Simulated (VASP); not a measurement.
A run of VASP 6.6.1:

The input INCAR:

```
PREC = Accurate
ENCUT = 520
EDIFF = 1E-7
ISMEAR = -1
SIGMA = 0.05
LREAL = F
LASPH = T
NELM = 100
ALGO = Normal
ISIF = 2
LWAVE = F
LCHARG = F
GGA = PE
IVDW = 13
NBANDS = 32
```

Contents of KPOINTS:

```
Automatic mesh
0
Gamma
  7 7 7
```

Contents of POSCAR:

```
Bi2Te3
1.0
    2.2075236021      1.2745143459     10.2329909245
   -2.2075236021      1.2745143459     10.2329909245
    0.0000000000     -2.5490286918     10.2329909245
Bi Te
2 3
Direct
    0.6000000000      0.6000000000      0.6000000000
    0.4000000000      0.4000000000      0.4000000000
    0.7905000000      0.7905000000      0.7905000000
    0.2095000000      0.2095000000      0.2095000000
    0.0000000000      0.0000000000      0.0000000000
```

Potentials or basis: VASP PAW PBE potentials, release 64 (Bi_d, Te).

Launch:

```sh
$ cat potpaw_PBE.64/Bi_d/POTCAR potpaw_PBE.64/Te/POTCAR > POTCAR
$ mpirun -np 1 vasp_std > vasp.out
```

Hardware: 1 thread of Intel Xeon 8259CL, with other jobs on the host.

Task: Estimate the wall time of this run.

Result: Wall time 35 min on 1 thread of Intel Xeon 8259CL, on a shared host, peak memory 1 GiB. Counts: scf iterations 14, k points 44.
